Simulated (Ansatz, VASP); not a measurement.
**GaP: VASP beside Ansatz**

```xyz
4
Lattice="1.8985 1.0961 7.0959 -1.8985 1.0961 7.0959 0.0000 -2.1922 7.0959" Properties=species:S:1:pos:R:3 pbc="T T T"
Ga    0.0000    0.0000    9.2726
Ga    0.0000    0.0000   12.0151
P     0.0000    0.0000    1.2242
P     0.0000    0.0000   20.0635
```

Alike in both runs: task single point; functional PBE; k mesh 9 × 9 × 9; occupations gaussian, width 0.05 eV; no spin polarisation.

```csv
,VASP,Ansatz
version,VASP 6.6.1,Ansatz 0.2.0
potentials or method,"VASP PAW PBE potentials, release 64 (Ga_d, P), cutoff 520 eV","scalar-relativistic, plane waves, PAW"
valence electrons in the cell,36,36
```

```tsv
	VASP	Ansatz	Ansatz less VASP
gap on the k mesh at the Fermi level (eV)	none	none	-
pressure (GPa)	-2.6	-2.6	+0.02
traceless stress, the component that is largest in VASP (GPa)	-11.06	-11.04	+0.026
rms of the force components (eV/Å)	0.289	0.283	-0.0059
```

Atom by atom the forces differ by 0.007 eV/Å (rms over components). A gap of «none» marks a metal or a gap that the smearing closes.
